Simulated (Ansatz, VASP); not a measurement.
## SiW6: VASP beside Ansatz

```
CELL_PARAMETERS angstrom
4.46825 0.00000 0.00000
-2.23413 3.86962 0.00000
0.00000 0.00000 21.72591
ATOMIC_POSITIONS crystal
W 0.66667 0.33333 0.18411
W 0.33333 0.66667 0.22609
W 0.00000 0.00000 0.26807
W 0.66667 0.33333 0.30709
W 0.33333 0.66667 0.34670
W 0.00000 0.00000 0.38322
Si 0.44444 0.88889 0.53972
```

Alike in both runs: task single point; functional PBE; dispersion D3(BJ); k mesh 6 × 6 × 1; occupations gaussian, width 0.1 eV; no spin polarisation.

```csv
,VASP,Ansatz
version,VASP 6.6.1,Ansatz 0.2.0
potentials or method,"VASP PAW PBE potentials, release 64 (W_sv, Si), cutoff 520 eV","scalar-relativistic, plane waves, PAW"
valence electrons in the cell,88,88
```

Ansatz gave:

| Quantity | Value |
| --- | --- |
| gap on the k mesh at the Fermi level (eV) | none |
| rms of the force components (eV/Å) | 1.458 |

**Question.** Which values does VASP return?

**Answer.** gap on the k mesh at the Fermi level (eV): none; rms of the force components (eV/Å): 1.469.

Atom by atom the forces differ by 0.021 eV/Å (rms over components). A gap of «none» marks a metal or a gap that the smearing closes. Ansatz's warnings: dispersion switch in reach, vacuum below fermi.

Neither program's run includes spin-orbit coupling.
